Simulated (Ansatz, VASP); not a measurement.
One calculation of HgS3, two programs

```
Hg S
1.0
    -1.77524    1.77524    8.33222
     1.77524   -1.77524    8.33222
     1.77524    1.77524   -8.33222
Hg S
1 3
Direct
  0.00000 0.00000 0.00000
  0.50000 0.50000 0.00000
  0.25000 0.75000 0.50000
  0.75000 0.25000 0.50000
```

Alike in both runs: functional PBE; k mesh 6 × 6 × 6; occupations gaussian, width 0.1 eV; no spin polarisation.

Ansatz relaxed the structure, and its values are those at the end. VASP's run is a single point on that final structure, the one shown.

```csv
,VASP,Ansatz
version,VASP 6.6.1,Ansatz 0.2.0
potentials or method,"VASP PAW PBE potentials, release 64 (Hg_sv_GW, S), cutoff 500 eV","scalar-relativistic, plane waves, PAW"
valence electrons in the cell,38,38
```

|  | VASP | Ansatz | Ansatz less VASP |
| --- | --- | --- | --- |
| gap on the k mesh at the Fermi level (eV) | none | none | - |
| pressure (GPa) | -0.4 | 0.0 | +0.39 |

A gap of «none» marks a metal or a gap that the smearing closes.

The k mesh is coarse, so the values compare programs but aren't converged. Spin-orbit coupling is off throughout.
